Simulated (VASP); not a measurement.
Crystal: W3N4.

```
CELL_PARAMETERS angstrom
4.12200 0.00000 0.00000
0.00000 4.12200 0.00000
0.00000 0.00000 4.12200
ATOMIC_POSITIONS crystal
W 0.50000 0.50000 0.00000
W 0.00000 0.50000 0.50000
W 0.50000 0.00000 0.50000
N 0.50000 0.50000 0.50000
N 0.50000 0.00000 0.00000
N 0.00000 0.50000 0.00000
N 0.00000 0.00000 0.50000
```

Base run:

- Program: VASP 6.6.1
- Functional: PBE
- Potentials or basis: VASP PAW PBE potentials, release 64 (W_sv, N_h)
- Cutoff: 1330 eV
- k mesh: 10 × 10 × 10
- Occupations: gaussian, width 0.1 eV
- Spin: no spin polarisation

Its results: band gap on the k mesh zero (bands 31 and 32 overlap by 2.71 eV); pressure 28.8 GPa.

Task: The run is repeated on the same cell with these changes: k mesh from 10 × 10 × 10, through Γ to 4 × 4 × 4, shifted. What comes out?

Result: Band gap on the k mesh zero (bands 31 and 32 overlap by 0.79 eV); pressure 28.2 GPa.

Caveats: some runs use coarse meshes; spin-orbit coupling is left out, which moves the levels of the heavy elements; the cell stands under pressure (at least some runs).
